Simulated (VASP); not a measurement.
# Ag (Fm-3m) in VASP: notebook

The runs below take Ag through single point, relaxation of cell and atoms, with PBEsol.

Everything below comes from runs of VASP 6.6.1. Logs are shortened: lines on timing, memory, paths and dates and some standing lists are left out, and cuts for length are marked.

## (1) The cell of the first run

It takes space group Fm-3m (No. 225, cubic). Conventional cell: a = 4.052 Å, b = 4.052 Å, c = 4.052 Å, α = 90.00°, β = 90.00°, γ = 90.00°. Ag (site symmetry m-3m) has 12 Ag at 2.87 Å within 3.8 Å.

## (2) Single point, PBEsol

INCAR reads:

```
  ALGO = Normal
  EDIFF = 1E-6
  ENCUT = 500
  GGA = PS
  GGA_COMPAT = F
  ISIF = 2
  ISMEAR = 1
  LASPH = T
  LCHARG = F
  LREAL = F
  LWAVE = F
  NBANDS = 12
  NELM = 120
  PREC = Accurate
  SIGMA = 0.05
```

KPOINTS reads:

```
k-points
0
Gamma
  9 9 9
```

POSCAR reads:

```
Ag
1.0
    0.0000000000      2.0260121749      2.0260121749
    2.0260121749      0.0000000000      2.0260121749
    2.0260121749      2.0260121749      0.0000000000
Ag
1
Direct
    0.0000000000      0.0000000000      0.0000000000
```

Potentials or basis: VASP PAW PBE potentials, release 64 (Ag).

On the command line:

```bash
> cat potpaw_PBE.64/Ag/POTCAR > POTCAR
> mpirun -np 1 vasp_std > vasp.out
```

OUTCAR:

```text
EDIFF = 1E-6
   ENCUT = 500
   GGA = PS
   ISIF = 2
   ISMEAR = 1
   LASPH = T
   LREAL = F
   NELM = 120
   PREC = Accurate

 ion  position               nearest neighbor table
   1  0.000  0.000  0.000-

  LATTYP: Found a face centered cubic cell.
 ALAT       =     4.0520243498

  Lattice vectors:

 A1 = (   0.0000000000,   2.0260121749,   2.0260121749)
 A2 = (   2.0260121749,   0.0000000000,   2.0260121749)
 A3 = (   2.0260121749,   2.0260121749,   0.0000000000)

Analysis of symmetry for initial positions (statically):
=====================================================================
 Subroutine PRICEL returns:
 Original cell was already a primitive cell.

 Routine SETGRP: Setting up the symmetry group for a
 face centered cubic supercell.

 Subroutine GETGRP returns: Found 48 space group operations
 (whereof 48 operations were pure point group operations)
 out of a pool of 48 trial point group operations.

The static configuration has the point symmetry O_h .

Analysis of symmetry for dynamics (positions and initial velocities):
=====================================================================
 Subroutine PRICEL returns:
 Original cell was already a primitive cell.

 Routine SETGRP: Setting up the symmetry group for a
 face centered cubic supercell.

 Subroutine GETGRP returns: Found 48 space group operations
 (whereof 48 operations were pure point group operations)
 out of a pool of 48 trial point group operations.

The dynamic configuration has the point symmetry O_h .

 Subroutine INISYM returns: Found 48 space group operations
 (whereof 48 operations are pure point group operations),
 and found     1 'primitive' translations

----------------------------------------------------------------------------------------

                                     Primitive cell

  volume of cell :      16.6324

  direct lattice vectors                    reciprocal lattice vectors
     0.000000000  2.026012175  2.026012175    -0.246790225  0.246790225  0.246790225
     2.026012175  0.000000000  2.026012175     0.246790225 -0.246790225  0.246790225
     2.026012175  2.026012175  0.000000000     0.246790225  0.246790225 -0.246790225

  length of vectors
     2.865213895  2.865213895  2.865213895     0.427453208  0.427453208  0.427453208

  position of ions in fractional coordinates (direct lattice)
     0.000000000  0.000000000  0.000000000

  ion indices of the primitive-cell ions
   primitive index   ion index
                 1           1

----------------------------------------------------------------------------------------

 KPOINTS: k-points

Automatic generation of k-mesh.
 Grid dimensions read from file:
 generate k-points for:    9    9    9

 Generating k-lattice:

  Cartesian coordinates                     Fractional coordinates (reciprocal lattice)
    -0.027421136  0.027421136  0.027421136     0.111111111  0.000000000  0.000000000
     0.027421136 -0.027421136  0.027421136     0.000000000  0.111111111  0.000000000
     0.027421136  0.027421136 -0.027421136     0.000000000  0.000000000  0.111111111

  Length of vectors
     0.047494801  0.047494801  0.047494801

  Shift w.r.t. Gamma in fractional coordinates (k-lattice)
     0.000000000  0.000000000  0.000000000

 Subroutine IBZKPT returns following result:
 ===========================================

 Found     35 irreducible k-points:

 Following reciprocal coordinates:
            Coordinates               Weight
  0.000000  0.000000  0.000000      1.000000
  0.111111  0.000000  0.000000      8.000000
  0.222222  0.000000  0.000000      8.000000
  0.333333  0.000000  0.000000      8.000000
  0.444444  0.000000  0.000000      8.000000
  0.111111  0.111111  0.000000      6.000000
[... 16 lines left out ...]
 -0.333333  0.333333  0.000000     12.000000
  0.444444  0.444444  0.000000      6.000000
 [... further k-points ...]
   k-points           NKPTS =     35   k-points in BZ     NKDIM =     35   number of bands    NBANDS=     12
   number of dos      NEDOS =    301   number of ions     NIONS =      1
   total plane-waves  NPLWV =  13824
   dimension x,y,z NGX =    24 NGY =   24 NGZ =   24
   dimension x,y,z NGXF=    48 NGYF=   48 NGZF=   48
   ions per type =               1
   NGX,Y,Z   is equivalent  to a cutoff of  13.93, 13.93, 13.93 a.u.
   NGXF,Y,Z  is equivalent  to a cutoff of  27.85, 27.85, 27.85 a.u.
 SYSTEM =  unknown system
   PREC   = accura    normal or accurate (medium, high low for compatibility)
   ISTART =      0    job   : 0-new  1-cont  2-samecut
   ICHARG =      2    charge: 1-file 2-atom 10-const
   ISPIN  =      1    spin polarized calculation?
   LNONCOLLINEAR =      F non collinear calculations
   LSORBIT =      F    spin-orbit coupling
   LASPH  =      T    aspherical Exc in radial PAW
   ENCUT  =  500.0 eV  36.75 Ry    6.06 a.u.   5.22  5.22  5.22*2*pi/ulx,y,z
   NELM   =    120;   NELMIN=  2; NELMDL= -5     # of ELM steps
   EDIFF  = 0.1E-05   stopping-criterion for ELM
   LREAL  =      F    real-space projection
   EDIFFG = 0.1E-04   stopping-criterion for IOM
   NSW    =      0    number of steps for IOM
   IBRION =     -1    ionic relax: 0-MD 1-quasi-New 2-CG
   NFREE  =      0    steps in history (QN), initial steepest desc. (CG)
   ISIF   =      2    stress and relaxation
   ISYM   =      2    0-nonsym 1-usesym 2-fastsym
   POTIM  = 0.5000    time-step for ionic-motion
   TEBEG  =    0.0;   TEEND  =   0.0 temperature during run
   PSTRESS=    0.0 pullay stress
   NELECT =      11.0000    total number of electrons
   NUPDOWN=      -1.0000    fix difference up-down
   EMIN   =  10.00;   EMAX   =-10.00  energy-range for DOS
   EFERMI =   0.00;   METHOD = LEGACY
   ISMEAR =     1;   SIGMA  =   0.05  broadening in eV -4-tet -1-fermi 0-gaus
   EFERMI_NEDOS =   21; number of points for ismear=-14 and -15
   IALGO  =     38    algorithm
   IMIX   =      4    mixing-type and parameters
     AMIX     =   0.40;   BMIX     =  1.00
     AMIX_MAG =   1.60;   BMIX_MAG =  1.00
  volume/ion in A,a.u.               =      16.63       112.24
  Fermi-wavevector in a.u.,A,eV,Ry     =   1.426331  2.695375 27.679969  2.034420
  Thomas-Fermi vector in A             =   2.546620
   LORBIT       =      0    0 simple, 1 ext, 2 COOP (PROOUT), +10 PAW based schemes
   GGA     = PS    functional components
   LHFCALC =     F    Hartree Fock is set to
   AEXX    =    0.0000 exact exchange contribution
   IVDW    =     0    specifies the selected vdW correction
   LEPSILON=     F    determine dielectric tensor
   LRPA    =     F    only Hartree local field effects (RPA)
 non-spin polarized calculation
 Methfessel and Paxton  Order N= 1 SIGMA  =   0.05
  energy-cutoff  :      500.00
  volume of cell :       16.63
 maximum number of plane-waves:       440
 NGX is ok and might be reduce to    24
   NGX = 11   NGY = 11   NGZ = 11

 number of electron      11.0000001 magnetization

 Free energy of the ion-electron system (eV)
  ---------------------------------------------------
  ext. energy  EPLUGINS =         0.00000000
  ---------------------------------------------------
  free energy    TOTEN  =        -3.32826679 eV

  energy without entropy =       -3.32821178  energy(sigma->0) =       -3.32824845

 E-fermi :   8.9397     XC(G=0): -12.5605

 val. band max:        8.4578138163   @ k =   0.4444   0.3333   0.0000
 cond. band min:       8.9717171738   @ k =  -0.4444   0.1111   0.0000
 fundamental gap:      0.5139033575
 Fermi energy:         8.9396751055

 k-point     1 :       0.0000    0.0000    0.0000
  band No.  band energies     occupation
      1       0.5656      2.00000
      2       3.7184      2.00000
      3       3.7184      2.00000
      4       3.7184      2.00000
      5       4.8109      2.00000
      6       4.8109      2.00000
      7      24.6202      0.00000
      8      28.3372      0.00000
      9      28.3372      0.00000
     10      28.3372      0.00000
     11      33.2213      0.00000
     12      34.5126      0.00000

 k-point     2 :       0.1111    0.0000    0.0000
  band No.  band energies     occupation
      1       0.9501      2.00000
      2       3.6367      2.00000
      3       3.8203      2.00000
      4       3.8203      2.00000
      5       4.7774      2.00000
      6       4.7774      2.00000
      7      24.4670      0.00000
      8      26.0510      0.00000
      9      28.5103      0.00000
     10      28.5103      0.00000
     11      32.5411      0.00000
     12      33.9347      0.00000

 k-point     3 :       0.2222    0.0000    0.0000
  band No.  band energies     occupation
      1       1.8314      2.00000
      2       3.7270      2.00000
      3       3.9377      2.00000
      4       3.9377      2.00000
      5       4.8620      2.00000
      6       4.8620      2.00000
      7      20.9554      0.00000
      8      25.4001      0.00000
      9      28.6144      0.00000
     10      28.6144      0.00000
     11      31.5495      0.00000
     12      32.4176      0.00000

 k-point     4 :       0.3333    0.0000    0.0000
  band No.  band energies     occupation
      1       2.1433      2.00000
      2       3.8353      2.00000
      3       3.8353      2.00000
      4       5.1413      2.00000
      5       5.2499      2.00000
      6       5.2499      2.00000
      7      16.6782      0.00000
      8      24.6074      0.00000
      9      27.7695      0.00000
     10      27.7695      0.00000
     11      31.7172      0.00000
     12      31.7172      0.00000

 k-point     5 :       0.4444    0.0000    0.0000
  band No.  band energies     occupation
      1       2.0501      2.00000
      2       3.7130      2.00000
      3       3.7130      2.00000
      4       5.5950      2.00000
      5       5.5950      2.00000
      6       7.4544      2.00000
      7      13.0631      0.00000
      8      23.9473      0.00000
      9      26.7945      0.00000
     10      26.7945      0.00000
     11      31.7429      0.00000
     12      31.7429      0.00000
[... 228 lines left out ...]
      1       2.3019      2.00000
      2       2.4582      2.00000
      3       5.0601      2.00000
      4       5.1895      2.00000
      5       5.7031      2.00000
      6       8.4578      2.00000
      7      18.2228      0.00000
      8      18.8660      0.00000
      9      20.6429      0.00000
     10      25.8506      0.00000
     11      28.1648      0.00000
     12      37.5635      0.00000

 k-point    22 :      -0.4444    0.3333    0.0000
  band No.  band energies     occupation
      1       2.4006      2.00000
      2       2.7890      2.00000
      3       4.5676      2.00000
      4       5.0155      2.00000
      5       5.6744      2.00000
      6      11.3905      0.00000
      7      14.7916      0.00000
      8      17.0094      0.00000
      9      21.2381      0.00000
     10      25.6524      0.00000
     11      31.9499      0.00000
     12      36.3254      0.00000

 k-point    23 :      -0.3333    0.3333    0.0000
  band No.  band energies     occupation
      1       2.7000      2.00000
      2       3.3024      2.00000
      3       3.9476      2.00000
      4       4.7590      2.00000
      5       5.3493      2.00000
      6      11.7608      0.00000
      7      14.4737      0.00000
      8      16.2336      0.00000
      9      22.9730      0.00000
     10      25.4827      0.00000
     11      35.2484      0.00000
     12      35.3476      0.00000

 k-point    24 :       0.4444    0.4444    0.0000
  band No.  band energies     occupation
      1       2.0423      2.00000
      2       2.1851      2.00000
      3       5.5888      2.00000
      4       5.7755      2.00000
      5       5.7755      2.00000
      6       9.3207     -0.00000
      7      16.4679      0.00000
      8      19.5471      0.00000
      9      19.5471      0.00000
     10      26.0108      0.00000
     11      26.1000      0.00000
     12      38.5365      0.00000

 [... further k-points ...]

------------------------ aborting loop because EDIFF is reached ----------------------------------------

  FORCE on cell =-STRESS in cart. coord.  units (eV):
  Direction    XX          YY          ZZ          XY          YZ          ZX
  --------------------------------------------------------------------------------------
  -------------------------------------------------------------------------------------
  Total       -0.0193589     -0.0193589     -0.0193589      0.0000000      0.0000000      0.0000000
  in kB       -1.8648156     -1.8648156     -1.8648156      0.0000000      0.0000000      0.0000000
  external PRESSURE =      -1.8648156 kB  Pullay stress =       0.0000000 kB

 VOLUME and BASIS-vectors are now :
 -----------------------------------------------------------------------------
  energy-cutoff  :      500.00
  volume of cell :       16.63
      direct lattice vectors                 reciprocal lattice vectors
     0.000000000  2.026012175  2.026012175    -0.246790225  0.246790225  0.246790225
     2.026012175  0.000000000  2.026012175     0.246790225 -0.246790225  0.246790225
     2.026012175  2.026012175  0.000000000     0.246790225  0.246790225 -0.246790225

 POSITION                                       TOTAL-FORCE (eV/Angst)
 -----------------------------------------------------------------------------------
      0.00000      0.00000      0.00000         0.000000      0.000000     -0.000000
 -----------------------------------------------------------------------------------
    total drift:                               -0.000000      0.000000     -0.000000

  FREE ENERGIE OF THE ION-ELECTRON SYSTEM (eV)
  ---------------------------------------------------
  free  energy   TOTEN  =        -3.3282667912 eV

  energy  without entropy=       -3.3282117759  energy(sigma->0) =       -3.32824845
```

It took 14 s on 1 thread of Intel Xeon 8259CL, shared host; peak memory 0.14 GiB.

Results:

- Free energy: -3.3283 eV
- Pressure: -0.2 GPa

Levels at points of the mesh, in eV from the Fermi level:
| k point | band 3 | band 4 | band 5 | band 6 | band 7 | band 8 | band 9 | band 10 |
| --- | --- | --- | --- | --- | --- | --- | --- | --- |
| (0.00, 0.00, 0.00) | -5.22 | -5.22 | -4.13 | -4.13 | 15.68 | 19.40 | 19.40 | 19.40 |

Caveat: the PAW data sets were made with another functional, which shifts forces and pressure a little.

## (3) Relaxation of cell and atoms, PBEsol

This run uses another cell than the first one, of 17.05 Å³/atom, 1.025 times its volume.

INCAR reads:

```
  ALGO = Normal
  EDIFF = 1E-7
  EDIFFG = -0.03
  ENCUT = 500
  GGA = PS
  GGA_COMPAT = False
  IBRION = 2
  ISIF = 3
  ISMEAR = 1
  LASPH = True
  LCHARG = False
  LREAL = False
  LWAVE = False
  NELM = 120
  NELMIN = 4
  NSW = 50
  PREC = Accurate
  SIGMA = 0.05
```

KPOINTS is that of step 2.

POSCAR reads:

```
Ag
1.0
    0.0000000000      2.0427500000      2.0427500000
    2.0427500000      0.0000000000      2.0427500000
    2.0427500000      2.0427500000      0.0000000000
Ag
1
Direct
    0.0000000000      0.0000000000      0.0000000000
```

Potentials or basis: VASP PAW PBE potentials, release 64 (Ag).

On the command line:

```bash
> cat potpaw_PBE.64/Ag/POTCAR > POTCAR
> mpirun -np 1 vasp_std > vasp.out
```

Wall time 22 s (1 thread of Intel Xeon 8259CL, shared host); peak memory 0.15 GiB.

The run converged. Its results:

```yaml
Free_energy: -3.3285 eV
Relaxed_volume: 16.60 Å³/atom
Relaxed_cell: a = 2.864 Å, b = 2.864 Å, c = 2.864 Å, α = 60.00°, β = 60.00°, γ = 60.00°
Space_group_after_relaxing_to_0.05_Å: Fm-3m (No. 225)
Energy_gained_by_relaxing: 4.2 meV/atom
Ionic_steps: 3
Pressure_after_relaxing: 0.0 GPa
```

Step by step:
| step | energy change (eV) | largest force (eV/Å) | pressure (GPa) | volume (Å³) |
| --- | --- | --- | --- | --- |
| 1 | 0.0000 | 0.0000 | -2.92 | 17.05 |
| 2 | -0.0019 | 0.0000 | 2.39 | 16.29 |
| 3 | -0.0042 | 0.0000 | 0.00 | 16.60 |

Final structure:
```yaml
crystal:
  lattice:
    - [0.00000, 2.02486, 2.02486]
    - [2.02486, 0.00000, 2.02486]
    - [2.02486, 2.02486, 0.00000]
  atoms:
    - { symbol: Ag, position: [0.00000, 0.00000, 0.00000] }
```

Levels at points of the mesh, in eV from the Fermi level:
```
           k point  band 4  band 5  band 6  band 7  band 8  band 9
(0.00, 0.00, 0.00)   -5.23   -4.13   -4.13   15.69   19.41   19.41
```

Caveat: the PAW data sets were made with another functional, which shifts forces and pressure a little.
